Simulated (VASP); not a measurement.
NaH, 2 atoms in the cell. Symmetry: Fm-3m, No. 225, cubic system. Conventional cell: a = 4.912 Å, b = 4.912 Å, c = 4.912 Å, α = 90.00°, β = 90.00°, γ = 90.00°. Na (site symmetry m-3m) has 6 H at 2.46 Å within 3.2 Å. H (site symmetry m-3m) has 6 Na at 2.46 Å within 3.2 Å. 

* Program: VASP 6.6.1
* Task: electric field gradients
* Functional: PBE
* Potentials or basis: VASP PAW PBE potentials, release 64 (Na_pv, H)
* Cutoff: 520 eV
* k mesh: 9 × 9 × 9
* Occupations: fermi-dirac, width 0.03 eV
* Spin: no spin polarisation
* Dipole correction: no
* Further INCAR settings: ALGO = Normal; EDIFF = 1e-08; NBANDS = 11

Potentials or basis: VASP PAW PBE potentials, release 64 (Na_pv, H).

Run with:

```console
$ cat potpaw_PBE.64/Na_pv/POTCAR potpaw_PBE.64/H/POTCAR > POTCAR
$ mpirun -np 1 vasp_std > vasp.out
```

Hardware: 1 thread of AMD EPYC 7R13, on a shared host.

Estimate the wall time of this run.

Run time: 26 s on 1 thread of AMD EPYC 7R13, with other jobs on the host, peak memory 0.12 GiB. Counts: scf iterations 13, k points 35.
